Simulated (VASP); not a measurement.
ZrB2:

```xyz
3
Lattice="3.1700 0.0000 0.0000 -1.5850 2.7453 0.0000 0.0000 0.0000 3.5330" Properties=species:S:1:pos:R:3 pbc="T T T"
Zr    0.0000    0.0000    0.0000
B     0.0000    1.8302    1.7665
B     1.5850    0.9151    1.7665
```

Base run:

```yaml
Program: VASP 6.6.1
Functional: BLYP
Potentials_or_basis: VASP PAW PBE potentials, release 64 (Zr_sv, B)
Cutoff: 500 eV
k_mesh: 10 × 10 × 8
Occupations: fermi-dirac, width 0.05 eV
Spin: no spin polarisation
```

Its results: band gap on the k mesh zero (bands 9 and 10 overlap by 0.82 eV); pressure 7.7 GPa.

**Question.** The run is repeated on the same cell with these changes: functional from BLYP to LDA; potentials or basis from VASP PAW PBE potentials, release 64 (Zr_sv, B) to VASP PAW LDA potentials, release 64 (Zr_sv, B). What comes out?

**Answer.** Band gap on the k mesh zero (bands 9 and 10 overlap by 0.80 eV); pressure -8.3 GPa.

Caveats: the cell stands under pressure (at least some runs); the PAW data sets were made with another functional, which shifts forces and pressure a little (at least some runs); the cell stands under tension (at least some runs).
